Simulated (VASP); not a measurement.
Set up this calculation in VASP 6.6.1, as the native input.

| Item | Value |
| --- | --- |
| Task | relaxation of cell and atoms |
| Functional | LDA |
| Potentials or basis | VASP PAW LDA potentials, release 64 (Bi_d) |
| Cutoff | 600 eV |
| k mesh | 12 × 12 × 12 |
| Occupations | gaussian, width 0.1 eV |
| Spin | no spin polarisation |
| Dipole correction | no |
| Further INCAR settings | ALGO = Fast; EDIFF = 1e-06; IBRION = 2; EDIFFG = -0.005; NSW = 70; ISIF = 3 |

The structure of Bi lies in POSCAR:

```
Bi
1.0
    2.2673427694      1.3090509583      3.8817322408
   -2.2673427694      1.3090509583      3.8817322408
    0.0000000000     -2.6181019165      3.8817322408
Bi
2
Direct
    0.2371283440      0.2371283440      0.2371283440
    0.7628716560      0.7628716560      0.7628716560
```

These files were run (other wordings do the same):

INCAR

```
PREC     = Accurate       # precision mode
ENCUT    = 600            # plane-wave cutoff, eV
EDIFF    = 1E-6           # SCF threshold, eV
ISMEAR   = 0              # smearing method
SIGMA    = 0.1            # smearing width, eV
LREAL    = False          # projectors in reciprocal space
LASPH    = True           # aspherical terms in the spheres
NELM     = 100            # most SCF steps
ALGO     = Fast           # electronic algorithm
ISIF     = 3              # what is computed and relaxed
LWAVE    = False          # write WAVECAR
LCHARG   = False          # write CHGCAR
GGA      = CA             # functional
IBRION   = 2              # ionic algorithm
NSW      = 70             # ionic steps
EDIFFG   = -0.005         # ionic threshold
```

KPOINTS

```
Automatic mesh
0
Gamma
  12 12 12
```

Potentials or basis: VASP PAW LDA potentials, release 64 (Bi_d).

Run with:

```console
$ cat potpaw_LDA.64/Bi_d/POTCAR > POTCAR
$ mpirun -np 1 vasp_std > vasp.out
```

It gave:

The relaxed volume is 33.58 Å³/atom. The relaxed cell is a = 4.629 Å, b = 4.629 Å, c = 4.629 Å, α = 58.16°, β = 58.16°, γ = 58.16°. The space group after relaxing (to 0.05 Å) is R-3m (No. 166), the energy gained by relaxing is 4.3 meV/atom and the ionic steps are 10. The pressure after relaxing is 0.0 GPa and the band gap on the k mesh is zero (band 15 reaches 6.58 eV, above the bottom of band 16 at 6.39 eV).

Caveat: spin-orbit coupling is left out, which moves the levels of the heavy elements.

Run time: 18 min on 1 thread of Intel(R) Xeon(R) 6975P-C (Granite Rapids) (shared host), peak memory 0.38 GiB.
